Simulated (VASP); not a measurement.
A run of VASP 6.6.1:

Contents of INCAR:

```
PREC = Accurate
ENCUT = 600
EDIFF = 1E-6
ISMEAR = 0
SIGMA = 0.01
LREAL = False
LASPH = True
NELM = 120
ALGO = Normal
ISIF = 2
LWAVE = False
LCHARG = True
GGA = PS
LELF = True
LVHAR = True
NBANDS = 11
GGA_COMPAT = False
```

The input KPOINTS:

```
regular mesh
0
Gamma
  12 12 12
```

File POSCAR:

```
BN
1.0
    0.0000000000      1.8147822517      1.8147822517
    1.8147822517      0.0000000000      1.8147822517
    1.8147822517      1.8147822517      0.0000000000
B N
1 1
Direct
    0.0000000000      0.0000000000      0.0000000000
    0.2500000000      0.2500000000      0.2500000000
```

Potentials or basis: VASP PAW PBE potentials, release 64 (B, N).

Launch:

```console
$ cat potpaw_PBE.64/B/POTCAR potpaw_PBE.64/N/POTCAR > POTCAR
$ mpirun -np 1 vasp_std > vasp.out
```

Hardware: 1 thread of AMD EPYC 9R45 96-Core Processor (Zen 5), on a shared host.

How long does it take, and how much memory?

Wall time 7.8 s on 1 thread of AMD EPYC 9R45 96-Core Processor (Zen 5), with other jobs on the host, peak memory 0.11 GiB. Counts: scf iterations 12, k points 72.
